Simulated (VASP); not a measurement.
# P in VASP: settings compared

P is run at these levels: PBE, LDA, r2SCAN; tasks: single point.

Everything below comes from runs of VASP 6.6.1. Logs are shortened: lines on timing, memory, paths and dates and some standing lists are left out, and cuts for length are marked.

### Step 1. The cell of the first run

The cell holds a slab with vacuum, 2 atoms: a = 3.279 Å, b = 3.279 Å, c = 26.152 Å, α = 90.00°, β = 90.00°, γ = 120.00°.

### Step 2. Single point, PBE

The input, INCAR:

```
  PREC = Accurate
  ENCUT = 520
  EDIFF = 1E-6
  ISMEAR = -1
  SIGMA = 0.02
  LREAL = F
  LASPH = T
  NELM = 100
  ALGO = Normal
  ISIF = 2
  LWAVE = F
  LCHARG = F
  LDIPOL = T
  IDIPOL = 3
  DIPOL = 0.5 0.5 0.348
  GGA = PE
  NBANDS = 12
```

The input, KPOINTS:

```
Automatic mesh
0
Gamma
  12 12 1
```

The input, POSCAR:

```
P
1.0
    3.2789996868      0.0000000000      0.0000000000
   -1.6394998434      2.8396970278      0.0000000000
    0.0000000000      0.0000000000     26.1518814016
P
2
Direct
    0.3333333333      0.6666666667      0.3237635899
    0.6666666667      0.3333333333      0.3712510602
```

Potentials or basis: VASP PAW PBE potentials, release 64 (P).

The run is started by

```
cat potpaw_PBE.64/P/POTCAR > POTCAR
mpirun -np 1 vasp_std > vasp.out
```

OUTCAR:

```text
PREC = Accurate
   ENCUT = 520
   EDIFF = 1E-6
   ISMEAR = -1
   LREAL = F
   LASPH = T
   NELM = 100
   ISIF = 2
   GGA = PE

 ion  position               nearest neighbor table
   1  0.333  0.667  0.324-   2 2.26   2 2.26   2 2.26
   2  0.667  0.333  0.371-   1 2.26   1 2.26   1 2.26

  LATTYP: Found a hexagonal cell.
 ALAT       =     3.2789996868
 C/A-ratio  =     7.9755669105

  Lattice vectors:

 A1 = (   3.2789996868,   0.0000000000,   0.0000000000)
 A2 = (  -1.6394998434,   2.8396970278,   0.0000000000)
 A3 = (   0.0000000000,   0.0000000000,  26.1518814016)

Analysis of symmetry for initial positions (statically):
=====================================================================
 Subroutine PRICEL returns:
 Original cell was already a primitive cell.

 Routine SETGRP: Setting up the symmetry group for a
 hexagonal supercell.

 Subroutine GETGRP returns: Found 12 space group operations
 (whereof  6 operations were pure point group operations)
 out of a pool of 24 trial point group operations.

The static configuration has the point symmetry C_3v.
 The point group associated with its full space group is D_3d.

Analysis of symmetry for dynamics (positions and initial velocities):
=====================================================================
 Subroutine PRICEL returns:
 Original cell was already a primitive cell.

 Routine SETGRP: Setting up the symmetry group for a
 hexagonal supercell.

 Subroutine GETGRP returns: Found 12 space group operations
 (whereof  6 operations were pure point group operations)
 out of a pool of 24 trial point group operations.

The dynamic configuration has the point symmetry C_3v.
 The point group associated with its full space group is D_3d.

 Subroutine INISYM returns: Found 12 space group operations
 (whereof  6 operations are pure point group operations),
 and found     1 'primitive' translations

----------------------------------------------------------------------------------------

                                     Primitive cell

  volume of cell :     243.5097

  direct lattice vectors                    reciprocal lattice vectors
     3.278999687  0.000000000  0.000000000     0.304971057  0.176075122  0.000000000
    -1.639499843  2.839697028  0.000000000     0.000000000  0.352150244  0.000000000
     0.000000000  0.000000000 26.151881402     0.000000000  0.000000000  0.038238167

  length of vectors
     3.278999687  3.278999687 26.151881402     0.352150244  0.352150244  0.038238167

  position of ions in fractional coordinates (direct lattice)
     0.333333333  0.666666667  0.323763590
[... 89 lines left out ...]
   IALGO  =     38    algorithm
   IMIX   =      4    mixing-type and parameters
     AMIX     =   0.40;   BMIX     =  1.00
     AMIX_MAG =   1.60;   BMIX_MAG =  1.00
  volume/ion in A,a.u.               =     121.75       821.64
  Fermi-wavevector in a.u.,A,eV,Ry     =   0.564810  1.067337  4.340406  0.319011
  Thomas-Fermi vector in A             =   1.602527
   LORBIT       =      0    0 simple, 1 ext, 2 COOP (PROOUT), +10 PAW based schemes
   GGA     = PE    functional components
   LHFCALC =     F    Hartree Fock is set to
   AEXX    =    0.0000 exact exchange contribution
   IVDW    =     0    specifies the selected vdW correction
   LEPSILON=     F    determine dielectric tensor
   LRPA    =     F    only Hartree local field effects (RPA)
 non-spin polarized calculation
  energy-cutoff  :      520.00
  volume of cell :      243.51
 maximum number of plane-waves:      6612
   NGX = 13   NGY = 13   NGZ = 97

 number of electron      10.0000000 magnetization

 dipolmoment           0.000000      0.000000     -0.000001 electrons x Angstroem

 number of electron       9.9999998 magnetization

 dipolmoment           0.000000      0.000000      0.000001 electrons x Angstroem

 Free energy of the ion-electron system (eV)
  ---------------------------------------------------
  ext. energy  EPLUGINS =         0.00000000
  ---------------------------------------------------
  free energy    TOTEN  =       -10.73308420 eV

  energy without entropy =      -10.73308420  energy(sigma->0) =      -10.73308420

 E-fermi :  -3.9173     XC(G=0):  -2.0283

 val. band max:       -4.3935394738   @ k =   0.1667   0.1667   0.0000
 cond. band min:      -2.4182390289   @ k =   0.3333   0.0000   0.0000
 fundamental gap:      1.9753004449
 Fermi energy:        -3.9172659626

 k-point     1 :       0.0000    0.0000    0.0000
  band No.  band energies     occupation
      1     -18.4609      2.00000
      2     -10.7912      2.00000
      3      -4.7898      2.00000
      4      -4.4754      2.00000
      5      -4.4754      2.00000
      6      -0.5483      0.00000
      7      -0.4523      0.00000
      8      -0.4523      0.00000
      9       0.9786      0.00000
     10       1.5185      0.00000
     11       1.9320      0.00000
     12       2.1543      0.00000
[... 256 lines left out ...]
 k-point    19 :       0.3333    0.3333    0.0000
  band No.  band energies     occupation
      1     -13.9834      2.00000
      2     -13.9834      2.00000
      3      -9.6979      2.00000
      4      -6.1143      2.00000
      5      -6.1143      2.00000
      6      -2.1921      0.00000
      7       1.1751      0.00000
      8       1.1751      0.00000
      9       3.9578      0.00000
     10       5.3522      0.00000
     11       5.3522      0.00000
     12       5.6752      0.00000

------------------------ aborting loop because EDIFF is reached ----------------------------------------

 vacuum level on the upper side and lower side of the slab       (xc-potential included)        -0.008        -0.008

  FORCE on cell =-STRESS in cart. coord.  units (eV):
  Direction    XX          YY          ZZ          XY          YZ          ZX
  --------------------------------------------------------------------------------------
  -------------------------------------------------------------------------------------
  Total       -0.0537690     -0.0537690     -0.1166493     -0.0000000      0.0000000      0.0000000
  in kB       -0.3537742     -0.3537742     -0.7674962     -0.0000000      0.0000000      0.0000000
  external PRESSURE =      -0.4916815 kB  Pullay stress =       0.0000000 kB

 VOLUME and BASIS-vectors are now :
 -----------------------------------------------------------------------------
  energy-cutoff  :      520.00
  volume of cell :      243.51
      direct lattice vectors                 reciprocal lattice vectors
     3.278999687  0.000000000  0.000000000     0.304971057  0.176075122  0.000000000
    -1.639499843  2.839697028  0.000000000     0.000000000  0.352150244  0.000000000
     0.000000000  0.000000000 26.151881402     0.000000000  0.000000000  0.038238167

 POSITION                                       TOTAL-FORCE (eV/Angst)
 -----------------------------------------------------------------------------------
     -0.00000      1.89313      8.46703         0.000000      0.000000      0.088169
      1.63950      0.94657      9.70891        -0.000000      0.000000     -0.088169
 -----------------------------------------------------------------------------------
    total drift:                                0.000000     -0.000000      0.000013

  FREE ENERGIE OF THE ION-ELECTRON SYSTEM (eV)
  ---------------------------------------------------
  free  energy   TOTEN  =       -10.7330841979 eV

  energy  without entropy=      -10.7330841979  energy(sigma->0) =      -10.73308420

 vacuum level on the upper side and lower side of the slab         1.770         1.770
```

OSZICAR:

```text
N       E                     dE             d eps       ncg     rms          rms(c)
DAV:   1     0.660611457208E+02    0.66061E+02   -0.30252E+03   464   0.555E+02
DAV:   2    -0.374178079345E+01   -0.69803E+02   -0.60381E+02   700   0.935E+01
DAV:   3    -0.107369194493E+02   -0.69951E+01   -0.69738E+01   652   0.397E+01
[... 11 lines left out ...]
DAV:  15    -0.107330605463E+02   -0.91207E-05   -0.42645E-07   660   0.236E-03    0.377E-03
DAV:  16    -0.107330752597E+02   -0.14713E-04   -0.20581E-07   596   0.159E-03    0.339E-03
DAV:  17    -0.107330795701E+02   -0.43105E-05   -0.14715E-07   640   0.789E-04    0.169E-03
DAV:  18    -0.107330834632E+02   -0.38931E-05   -0.86711E-08   556   0.823E-04    0.557E-04
DAV:  19    -0.107330841979E+02   -0.73466E-06   -0.88196E-09   496   0.293E-04
   1 F= -.10733084E+02 E0= -.10733084E+02  d E =-.267831E-11
```

Run time: 38 s. Hardware: 1 thread of Intel Xeon 6975P-C (Granite Rapids), shared host; peak memory 0.31 GiB.

What came out:

```yaml
Free_energy: -10.7331 eV
Largest_force: 0.088 eV/Å
Band_gap_on_the_k_mesh: 1.98 eV (least direct gap 2.24 eV)
```

Forces in eV/Å, atoms in the order of the input:
```
P    0.000  0.000  0.088
P    0.000  0.000 -0.088
```

Levels at points of the mesh, in eV from the valence-band top:
```tsv
k point	band 2	band 3	band 4	band 5	band 6	band 7	band 8	band 9
(0.00, 0.00, 0.00)	-6.40	-0.40	-0.08	-0.08	3.85	3.94	3.94	5.37
(0.50, 0.00, 0.00)	-8.92	-3.12	-2.23	-1.35	2.06	3.57	5.37	6.47
```

(Continued in part 2 of 2.)
